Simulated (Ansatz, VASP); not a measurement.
**GePt: VASP beside Ansatz**

```xyz
2
Lattice="3.1995 0.0000 0.0000 0.0000 3.1995 0.0000 0.0000 0.0000 3.1995" Properties=species:S:1:pos:R:3 pbc="T T T"
Ge    0.0000    0.0000    0.0000
Pt    1.5997    1.5997    1.5997
```

Alike in both runs: task single point; functional r2SCAN; k mesh 6 × 6 × 6; occupations gaussian, width 0.1 eV; no spin polarisation.

```csv
,VASP,Ansatz
version,VASP 6.6.1,Ansatz 0.2.0
potentials or method,"VASP PAW PBE potentials, release 64 (Ge_d, Pt), cutoff 520 eV","scalar-relativistic, plane waves, PAW"
valence electrons in the cell,24,32
```

|  | VASP | Ansatz | Ansatz less VASP |
| --- | --- | --- | --- |
| gap on the k mesh at the Fermi level (eV) | none | none | - |
| pressure (GPa) | -4.9 | -4.9 | 0.00 |

VASP's potentials were made for PBE, not for r2SCAN. A gap of «none» marks a metal or a gap that the smearing closes. With one functional, cell and mesh, what is left measures potentials, basis and numerics. VASP's potentials hold 24 valence electrons a cell and Ansatz's 32, so a difference there can come from the potentials and not from the codes.

Spin-orbit coupling is off throughout.
